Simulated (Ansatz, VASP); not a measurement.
**Ta in VASP and in Ansatz**

```
Ta
1.0
     2.75514    0.00000    0.00000
     0.00000    2.75514    0.00000
     0.00000    0.00000    2.75514
Ta
1
Direct
  0.00000 0.00000 0.00000
```

Alike in both runs: functional revPBE; k mesh 12 × 12 × 12; occupations fermi-dirac, width 0.1 eV; no spin polarisation.

Ansatz relaxed the structure, and its values are those at the end. VASP's run is a single point on that final structure, the one shown.

|  | VASP | Ansatz |
| --- | --- | --- |
| version | VASP 6.6.1 | Ansatz 0.2.0 |
| potentials or method | VASP PAW PBE potentials, release 64 (Ta_pv), cutoff 520 eV | plane waves (420 eV) with PAW, scalar-relativistic |
| valence electrons in the cell | 11 | 13 |

```csv
,VASP,Ansatz,Ansatz less VASP
pressure (GPa),0.0,0.0,-0.05
```

VASP's potentials were made for PBE, not for revPBE. VASP's potentials hold 11 valence electrons a cell and Ansatz's 13, so a difference there can come from the potentials and not from the codes.

Neither program's run includes spin-orbit coupling.
